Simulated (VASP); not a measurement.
# MnO (Fm-3m) in VASP: a series of runs

MnO is run at these levels: B3LYP5, PBEsol; tasks: single point.

All numbers are computed with VASP 6.6.1; they aren't measurements. Logs are shortened: lines on timing, memory, paths and dates and some standing lists are left out, and cuts for length are marked.

## 1. The cell of the first run

It takes space group Fm-3m (No. 225, cubic). Conventional cell: a = 4.448 Å, b = 4.448 Å, c = 4.448 Å, α = 90.00°, β = 90.00°, γ = 90.00°. Within 2.9 Å of Mn (site symmetry m-3m) lie 6 O at 2.22 Å. Within 2.9 Å of O (site symmetry m-3m) lie 6 Mn at 2.22 Å.

## 2. Single point, B3LYP5, collinear spin, ferromagnetic start

File POSCAR:

```
MnO
1.0
    0.0000000000      2.2239077028      2.2239077028
    2.2239077028      0.0000000000      2.2239077028
    2.2239077028      2.2239077028      0.0000000000
Mn O
1 1
Direct
    0.0000000000      0.0000000000      0.0000000000
    0.5000000000      0.5000000000      0.5000000000
```

File INCAR.step1:

```
SYSTEM = MnO
  ALGO = Normal
  EDIFF = 1E-5
  ENCUT = 520
  GGA = PE
  ISIF = 2
  ISMEAR = -1
  ISPIN = 2
  LASPH = .True.
  LCHARG = .False.
  LMAXMIX = 4
  LORBIT = 11
  LREAL = .False.
  LWAVE = .True.
  MAGMOM = 4 0
  NBANDS = 20
  NELM = 150
  PREC = Accurate
  SIGMA = 0.05
```

File INCAR.step2:

```
SYSTEM = MnO
  AEXX = 0.2
  AGGAC = 0.81
  AGGAX = 0.72
  ALDAC = 0.19
  ALGO = Normal
  EDIFF = 1E-6
  ENCUT = 520
  GGA = B5
  ISIF = 2
  ISMEAR = -1
  ISPIN = 2
  ISTART = 1
  LASPH = .True.
  LCHARG = .False.
  LHFCALC = .True.
  LMAXMIX = 4
  LORBIT = 11
  LREAL = .False.
  LWAVE = .False.
  MAGMOM = 4 0
  NBANDS = 20
  NELM = 150
  PREC = Accurate
  PRECFOCK = Normal
  SIGMA = 0.05
```

File KPOINTS:

```
k-points
0
Gamma
  5 5 5
  0 0 0
```

Potentials or basis: VASP PAW PBE potentials, release 64 (Mn_pv, O).

The run is started by

```
$ cat potpaw_PBE.64/Mn_pv/POTCAR potpaw_PBE.64/O/POTCAR > POTCAR
$ cp INCAR.step1 INCAR
$ mpirun -np 1 vasp_std > vasp.out
$ cp INCAR.step2 INCAR
$ mpirun -np 1 vasp_std > vasp.out
```

OUTCAR:

```text
SYSTEM = MnO
   AEXX = 0.2
   EDIFF = 1E-6
   ENCUT = 520
   GGA = B5
   ISIF = 2
   ISMEAR = -1
   ISPIN = 2
   ISTART = 1
   LASPH = .True.
   LHFCALC = .True.
   LORBIT = 11
   LREAL = .False.
   NELM = 150
   PREC = Accurate
   PRECFOCK = Normal

 ion  position               nearest neighbor table
   1  0.000  0.000  0.000-   2 2.22   2 2.22   2 2.22   2 2.22   2 2.22   2 2.22
   2  0.500  0.500  0.500-   1 2.22   1 2.22   1 2.22   1 2.22   1 2.22   1 2.22

  LATTYP: Found a face centered cubic cell.
 ALAT       =     4.4478154056

  Lattice vectors:

 A1 = (   0.0000000000,   2.2239077028,   2.2239077028)
 A2 = (   2.2239077028,   0.0000000000,   2.2239077028)
 A3 = (   2.2239077028,   2.2239077028,   0.0000000000)

Analysis of symmetry for initial positions (statically):
=====================================================================
 Subroutine PRICEL returns:
 Original cell was already a primitive cell.

 Routine SETGRP: Setting up the symmetry group for a
 face centered cubic supercell.

 Subroutine GETGRP returns: Found 48 space group operations
 (whereof 48 operations were pure point group operations)
 out of a pool of 48 trial point group operations.

The static configuration has the point symmetry O_h .

Analysis of symmetry for dynamics (positions and initial velocities):
=====================================================================
 Subroutine PRICEL returns:
 Original cell was already a primitive cell.

 Routine SETGRP: Setting up the symmetry group for a
 face centered cubic supercell.

 Subroutine GETGRP returns: Found 48 space group operations
 (whereof 48 operations were pure point group operations)
 out of a pool of 48 trial point group operations.

The dynamic configuration has the point symmetry O_h .

Analysis of structural, dynamic, and magnetic symmetry:
=====================================================================
 Subroutine PRICEL returns:
 Original cell was already a primitive cell.

 Routine SETGRP: Setting up the symmetry group for a
 face centered cubic supercell.

 Subroutine GETGRP returns: Found 48 space group operations
 (whereof 48 operations were pure point group operations)
 out of a pool of 48 trial point group operations.

The overall configuration has the point symmetry O_h .

 Subroutine INISYM returns: Found 48 space group operations
 (whereof 48 operations are pure point group operations),
 and found     1 'primitive' translations

----------------------------------------------------------------------------------------

                                     Primitive cell

  volume of cell :      21.9979

  direct lattice vectors                    reciprocal lattice vectors
     0.000000000  2.223907703  2.223907703    -0.224829474  0.224829474  0.224829474
     2.223907703  0.000000000  2.223907703     0.224829474 -0.224829474  0.224829474
     2.223907703  2.223907703  0.000000000     0.224829474  0.224829474 -0.224829474

  length of vectors
     3.145080435  3.145080435  3.145080435     0.389416073  0.389416073  0.389416073

  position of ions in fractional coordinates (direct lattice)
     0.000000000  0.000000000  0.000000000
     0.500000000  0.500000000  0.500000000

  ion indices of the primitive-cell ions
   primitive index   ion index
                 1           1
                 2           2

----------------------------------------------------------------------------------------

 KPOINTS: k-points

Automatic generation of k-mesh.
 Grid dimensions read from file:
 generate k-points for:    5    5    5

 Generating k-lattice:

  Cartesian coordinates                     Fractional coordinates (reciprocal lattice)
    -0.044965895  0.044965895  0.044965895     0.200000000  0.000000000  0.000000000
     0.044965895 -0.044965895  0.044965895     0.000000000  0.200000000  0.000000000
     0.044965895  0.044965895 -0.044965895     0.000000000  0.000000000  0.200000000

  Length of vectors
     0.077883215  0.077883215  0.077883215

  Shift w.r.t. Gamma in fractional coordinates (k-lattice)
     0.000000000  0.000000000  0.000000000

 Subroutine IBZKPT returns following result:
 ===========================================

 Found     10 irreducible k-points:

 Following reciprocal coordinates:
            Coordinates               Weight
  0.000000  0.000000  0.000000      1.000000
  0.200000  0.000000  0.000000      8.000000
  0.400000  0.000000  0.000000      8.000000
  0.200000  0.200000  0.000000      6.000000
  0.400000  0.200000  0.000000     24.000000
 -0.400000  0.200000  0.000000     24.000000
 -0.200000  0.200000  0.000000     12.000000
  0.400000  0.400000  0.000000      6.000000
 -0.400000  0.400000  0.000000     12.000000
 -0.400000  0.400000  0.200000     24.000000
   k-points           NKPTS =     10   k-points in BZ     NKDIM =    125   number of bands    NBANDS=     20
   number of dos      NEDOS =    301   number of ions     NIONS =      2
   total plane-waves  NPLWV =  13824
   dimension x,y,z NGX =    24 NGY =   24 NGZ =   24
   dimension x,y,z NGXF=    48 NGYF=   48 NGZF=   48
   ions per type =               1   1
   NGX,Y,Z   is equivalent  to a cutoff of  12.69, 12.69, 12.69 a.u.
   NGXF,Y,Z  is equivalent  to a cutoff of  25.37, 25.37, 25.37 a.u.
 SYSTEM =  MnO
   PREC   = accura    normal or accurate (medium, high low for compatibility)
   ISTART =      1    job   : 0-new  1-cont  2-samecut
   ICHARG =      0    charge: 1-file 2-atom 10-const
   ISPIN  =      2    spin polarized calculation?
   LNONCOLLINEAR =      F non collinear calculations
   LSORBIT =      F    spin-orbit coupling
   LASPH  =      T    aspherical Exc in radial PAW
   ENCUT  =  520.0 eV  38.22 Ry    6.18 a.u.   5.85  5.85  5.85*2*pi/ulx,y,z
   NELM   =    150;   NELMIN=  2; NELMDL=  0     # of ELM steps
   EDIFF  = 0.1E-05   stopping-criterion for ELM
   LREAL  =      F    real-space projection
   EDIFFG = 0.1E-04   stopping-criterion for IOM
   NSW    =      0    number of steps for IOM
   IBRION =     -1    ionic relax: 0-MD 1-quasi-New 2-CG
   NFREE  =      0    steps in history (QN), initial steepest desc. (CG)
   ISIF   =      2    stress and relaxation
   ISYM   =      3    0-nonsym 1-usesym 2-fastsym
   POTIM  = 0.5000    time-step for ionic-motion
   TEBEG  =    0.0;   TEEND  =   0.0 temperature during run
   PSTRESS=    0.0 pullay stress
   NELECT =      19.0000    total number of electrons
   NUPDOWN=      -1.0000    fix difference up-down
   EMIN   =  10.00;   EMAX   =-10.00  energy-range for DOS
   EFERMI =   0.00;   METHOD = LEGACY
   ISMEAR =    -1;   SIGMA  =   0.05  broadening in eV -4-tet -1-fermi 0-gaus
   EFERMI_NEDOS =   21; number of points for ismear=-14 and -15
   IALGO  =     38    algorithm
   IMIX   =      1    mixing-type and parameters
     AMIX     =   0.40;   BMIX     =  1.00
     AMIX_MAG =   1.60;   BMIX_MAG =  1.00
  volume/ion in A,a.u.               =      11.00        74.22
  Fermi-wavevector in a.u.,A,eV,Ry     =   1.559071  2.946217 33.071721  2.430703
  Thomas-Fermi vector in A             =   2.662483
   LORBIT       =     11    0 simple, 1 ext, 2 COOP (PROOUT), +10 PAW based schemes
   GGA     = B5    functional components
   LHFCALC =     T    Hartree Fock is set to
   PRECFOCK=normal    Normal, Fast or Accurate (Low or Medium for compatibility)
   ENCUT4O =  -1.0   cutoff for four orbital integrals eV
   NKREDX  =     1    reduce k-point grid by
   NKREDY  =     1    reduce k-point grid by
   NKREDZ  =     1    reduce k-point grid by
   AEXX    =    0.2000 exact exchange contribution
   HFSCREEN=    0.0000 screening length (either q_TF or 0.3 A-1)
   HFSCREENC=   0.0000 screening length for correlation (either q_TF or 0.3 A-1)
   ENCUTFOCK=  -1.0 apply spherical cutoff to Coloumb kernel
   IVDW    =     0    specifies the selected vdW correction
   LEPSILON=     F    determine dielectric tensor
   LRPA    =     F    only Hartree local field effects (RPA)
 spin polarized calculation
  energy-cutoff  :      520.00
  volume of cell :       22.00
 maximum number of plane-waves:       609
  NGX = 18; NGY = 18; NGZ = 18

 number of electron      18.9999991 magnetization       4.9977203

 Free energy of the ion-electron system (eV)
  ---------------------------------------------------
  ext. energy  EPLUGINS =         0.00000000
  ---------------------------------------------------
  free energy    TOTEN  =       -22.67623983 eV

  energy without entropy =      -22.67623983  energy(sigma->0) =      -22.67623983

 E-fermi :   7.2737     XC(G=0):  -9.3795

 val. band max:        6.1852466031   @ k =   0.4000   0.0000   0.0000
 cond. band min:       8.2870632790   @ k =   0.0000   0.0000   0.0000
 fundamental gap:      2.1018166759
 Fermi energy:         7.2736618231

 spin component 1

 k-point     1 :       0.0000    0.0000    0.0000
  band No.  band energies     occupation
      1     -46.5025      1.00000
      2     -46.5025      1.00000
      3     -46.5025      1.00000
      4     -14.7606      1.00000
      5       2.5656      1.00000
      6       2.5656      1.00000
[... 12 lines left out ...]
     19      28.9329      0.00000
     20      28.9329      0.00000

 k-point     2 :       0.2000    0.0000    0.0000
  band No.  band energies     occupation
      1     -46.5253      1.00000
      2     -46.5056      1.00000
      3     -46.5055      1.00000
      4     -14.4376      1.00000
      5       0.4835      1.00000
      6       1.1001      1.00000
[... 12 lines left out ...]
     19      28.1585      0.00000
     20      32.3969      0.00000
[... 142 lines left out ...]
      2     -46.5366      1.00000
      3     -46.5235      1.00000
      4     -13.7585      1.00000
      5      -0.3353      1.00000
      6       0.1707      1.00000
[... 12 lines left out ...]
     19      34.4901      0.00000
     20      35.3764      0.00000

 k-point    10 :      -0.4000    0.4000    0.2000
  band No.  band energies     occupation
      1     -46.5511      1.00000
      2     -46.5364      1.00000
      3     -46.5225      1.00000
      4     -13.7531      1.00000
      5      -0.6496      1.00000
      6       0.2401      1.00000
[... 12 lines left out ...]
     19      35.4916      0.00000
     20      35.5439      0.00000
 Fermi energy:         7.2736618231

 spin component 2

 k-point     1 :       0.0000    0.0000    0.0000
  band No.  band energies     occupation
      1     -40.2853      1.00000
      2     -40.2853      1.00000
      3     -40.2853      1.00000
      4     -14.1654      1.00000
      5       3.5443      1.00000
      6       3.5444      1.00000
[... 12 lines left out ...]
     19      30.7779      0.00000
     20      30.7780      0.00000

 k-point     2 :       0.2000    0.0000    0.0000
  band No.  band energies     occupation
      1     -40.3174      1.00000
      2     -40.2886      1.00000
      3     -40.2886      1.00000
      4     -13.8310      1.00000
      5       1.6438      1.00000
      6       2.9172      1.00000
[... 12 lines left out ...]
     19      29.8573      0.00000
     20      33.8987      0.00000
[... 143 lines left out ...]
      3     -40.3131      1.00000
      4     -13.1036      1.00000
      5       0.4493      1.00000
      6       1.3877      1.00000
[... 12 lines left out ...]
     19      35.7762      0.00000
     20      35.9985      0.00000

 k-point    10 :      -0.4000    0.4000    0.2000
  band No.  band energies     occupation
      1     -40.3528      1.00000
      2     -40.3319      1.00000
      3     -40.3114      1.00000
      4     -13.1040      1.00000
      5       0.3911      1.00000
      6       1.4472      1.00000
[... 12 lines left out ...]
     19      36.0749      0.00000
     20      36.6027      0.00000

------------------------ aborting loop because EDIFF is reached ----------------------------------------

  FORCE on cell =-STRESS in cart. coord.  units (eV):
  Direction    XX          YY          ZZ          XY          YZ          ZX
  --------------------------------------------------------------------------------------
  -------------------------------------------------------------------------------------
  Total        0.8105580      0.8105580      0.8105580      0.0000000      0.0000000     -0.0000000
  in kB       59.0356569     59.0356569     59.0356569      0.0000000      0.0000000     -0.0000000
  external PRESSURE =      59.0356569 kB  Pullay stress =       0.0000000 kB

 VOLUME and BASIS-vectors are now :
 -----------------------------------------------------------------------------
  energy-cutoff  :      520.00
  volume of cell :       22.00
      direct lattice vectors                 reciprocal lattice vectors
     0.000000000  2.223907703  2.223907703    -0.224829474  0.224829474  0.224829474
     2.223907703  0.000000000  2.223907703     0.224829474 -0.224829474  0.224829474
     2.223907703  2.223907703  0.000000000     0.224829474  0.224829474 -0.224829474

 POSITION                                       TOTAL-FORCE (eV/Angst)
 -----------------------------------------------------------------------------------
      0.00000      0.00000      0.00000         0.000000     -0.000000      0.000000
      2.22391      2.22391      2.22391        -0.000000      0.000000     -0.000000
 -----------------------------------------------------------------------------------
    total drift:                                0.000000      0.000000      0.000000

  FREE ENERGIE OF THE ION-ELECTRON SYSTEM (eV)
  ---------------------------------------------------
  free  energy   TOTEN  =       -22.6762398318 eV

  energy  without entropy=      -22.6762398317  energy(sigma->0) =      -22.67623983

 total charge

# of ion       s       p       d       tot
------------------------------------------
    1        0.198   6.178   4.977  11.353
    2        1.549   3.493   0.000   5.041
--------------------------------------------------
tot          1.747   9.671   4.977  16.394

 magnetization (x)

# of ion       s       p       d       tot
------------------------------------------
    1        0.020   0.013   4.523   4.555
    2        0.028   0.212   0.000   0.240
--------------------------------------------------
tot          0.047   0.224   4.523   4.794
```

It took 33 min on 1 thread of AMD EPYC 7R43 (Zen 3), shared host; peak memory 0.12 GiB.

Results:

* Free energy: -22.6762 eV
* Pressure: 5.9 GPa
* Band gap on the k mesh: 2.10 eV (least direct gap 4.40 eV)
* Net moment: 5.00 μB per cell
* Site moments: Mn +4.55; O +0.24 μB
* Valence electrons inside the program's atomic spheres: Mn 11.35; O 5.04

Caveat: the k points lie up to 0.49 Å⁻¹ apart; the PAW data sets were made with another functional, which shifts forces and pressure a little; an odd mesh through Γ misses points on the zone boundary, where band edges can lie; a cell with one magnetic atom can't hold antiferromagnetic order, which such compounds often take.

(Continued in part 2 of 2.)

The gap in the log of VASP goes by the Fermi energy; the results here count the filled bands.